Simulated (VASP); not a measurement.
A run of VASP 6.6.1 is set up as follows.

Contents of INCAR:

```
SYSTEM = HW18Se36
PREC = Accurate ; ENCUT = 520
EDIFF = 1E-6 ; ISMEAR = -1
SIGMA = 0.01 ; LREAL = Auto
LASPH = .TRUE. ; NELM = 100
ALGO = Normal ; ISIF = 2
LWAVE = .FALSE. ; LCHARG = .TRUE.
GGA = PE ; LELF = .TRUE.
LVHAR = .TRUE. ; NBANDS = 268
NELECT = 468.0
```

The input KPOINTS:

```
Automatic mesh
0
G
  1 1 1
  0 0 0
```

Contents of POSCAR:

```
HW18Se36
1.0
    9.7497821400      0.0000000800      0.0000000000
   -4.8748911500      8.4435589800      0.0000000000
    0.0000000000      0.0000000000     12.8261208300
W Se H
18 36 1
Direct
    0.2239322503      0.1156183056      0.7483387321
    0.1103257397      0.2222229981      0.2480913787
    0.2135944873      0.4421689943      0.7479152993
    0.1103461570      0.5559393855      0.2481042431
    0.2236627921      0.7785253822      0.7486155890
    0.1103200469      0.8891288625      0.2482593172
    0.5540325497      0.1121901272      0.7486916837
    0.4434896326      0.2221278929      0.2481617819
    0.5608885678      0.4422503549      0.7482411188
    0.4433899832      0.5554260917      0.2477166746
    0.5606764075      0.7889636314      0.7493126821
    0.4432828459      0.8891813254      0.2482345241
    0.8903630055      0.1121352893      0.7485748129
    0.7768550184      0.2222601799      0.2482455952
    0.8902945225      0.4482964989      0.7484297183
    0.7773623892      0.5561360972      0.2481316091
    0.8871419253      0.7785774866      0.7486418635
    0.7774947933      0.8890637178      0.2482010767
    0.1110885074      0.2237507899      0.8802075195
    0.2213940497      0.1112202786      0.3789699212
    0.1097554128      0.2222374470      0.6164248025
    0.2214839006      0.1112807981      0.1173852968
    0.1107980597      0.5574298708      0.8803395937
    0.2207916468      0.4442608847      0.3784597124
    0.1096486230      0.5578490068      0.6164269856
    0.2213049276      0.4445569684      0.1173109173
    0.1117311399      0.8911344149      0.8784787816
    0.2211593500      0.7779879311      0.3790133482
    0.1116025447      0.8908874811      0.6186260916
    0.2213916125      0.7780438317      0.1174019815
    0.4448300599      0.2236710810      0.8803437259
    0.5546932763      0.1113632247      0.3789493382
    0.4448267261      0.2224438734      0.6165741852
    0.5547841086      0.1112722678      0.1174760491
    0.4445389673      0.5570358395      0.8747764152
    0.5551134263      0.4443971984      0.3784431056
    0.4460049173      0.5593925471      0.6305237653
    0.5548518169      0.4445730721      0.1174169509
    0.4444570608      0.8918452494      0.8808098060
    0.5549456826      0.7785001527      0.3782635502
    0.4447440921      0.8923122326      0.6170528178
    0.5548485071      0.7781542086      0.1175073914
    0.7782323969      0.2241544048      0.8789000314
    0.8882517700      0.1113649980      0.3788719180
    0.7780406674      0.2239479753      0.6181845708
    0.8880081270      0.1112356687      0.1174866524
    0.7790932944      0.5575293486      0.8804485900
    0.8881497018      0.4446401023      0.3788112606
    0.7803154968      0.5578106280      0.6165589818
    0.8880158234      0.4444543987      0.1174962422
    0.7796845935      0.8918994888      0.8807837654
    0.8885048864      0.7780861062      0.3790456261
    0.7797567247      0.8922390375      0.6169464723
    0.8882907252      0.7780684596      0.1173728222
    0.4588696157      0.5791525795      0.5136551485
```

Potentials or basis: VASP PAW PBE potentials, release 64 (W_sv, Se, H).

Run with:

```bash
$ cat potpaw_PBE.64/W_sv/POTCAR potpaw_PBE.64/Se/POTCAR potpaw_PBE.64/H/POTCAR > POTCAR
$ mpirun -np 1 vasp_gam > vasp.out
```

What does it give for the largest force?

0.080 eV/Å.

Forces in eV/Å, atoms in the order of the input:
```
W    0.001 -0.002  0.001
W   -0.001 -0.004 -0.002
W    0.001  0.002  0.016
W   -0.002  0.005 -0.002
W    0.005 -0.002 -0.001
W    0.009 -0.001  0.003
W    0.001  0.000 -0.003
W   -0.003  0.005 -0.009
W   -0.015  0.007 -0.011
W    0.006  0.005 -0.013
W   -0.006  0.002 -0.012
W   -0.021  0.001 -0.016
W   -0.005  0.002  0.002
W    0.002 -0.005  0.001
W   -0.003 -0.006  0.004
W   -0.001 -0.010  0.000
W    0.003 -0.001 -0.004
W   -0.002  0.005  0.001
Se   0.005  0.004  0.048
Se   0.001  0.001  0.046
Se   0.000  0.000 -0.048
Se   0.000  0.001 -0.049
Se   0.000  0.004  0.050
Se   0.001  0.001  0.050
Se   0.002  0.009 -0.049
Se   0.002  0.002 -0.049
Se  -0.001 -0.004  0.049
Se   0.003 -0.002  0.045
Se  -0.003 -0.001 -0.051
Se   0.008  0.000 -0.042
Se   0.000 -0.005  0.051
Se  -0.002 -0.003  0.054
Se   0.004 -0.001 -0.049
Se  -0.002  0.001 -0.046
Se   0.000  0.004  0.048
Se  -0.001 -0.005  0.042
Se   0.021 -0.022 -0.017
Se   0.000  0.000 -0.047
Se  -0.004  0.001  0.045
Se   0.012 -0.025  0.075
Se   0.000 -0.004 -0.045
Se  -0.001 -0.002 -0.039
Se  -0.001  0.002  0.045
Se  -0.007  0.001  0.053
Se  -0.001  0.001 -0.050
Se   0.001  0.002 -0.048
Se   0.004  0.008  0.050
Se  -0.002  0.005  0.054
Se   0.005  0.008 -0.048
Se  -0.006  0.004 -0.046
Se   0.002  0.000  0.050
Se  -0.004 -0.004  0.049
Se   0.003 -0.001 -0.040
Se   0.001  0.003 -0.053
H   -0.006  0.011 -0.040
```

Caveat: the k points lie up to 0.74 Å⁻¹ apart; the cell carries a net charge on a neutralising background, which shifts energy and pressure.
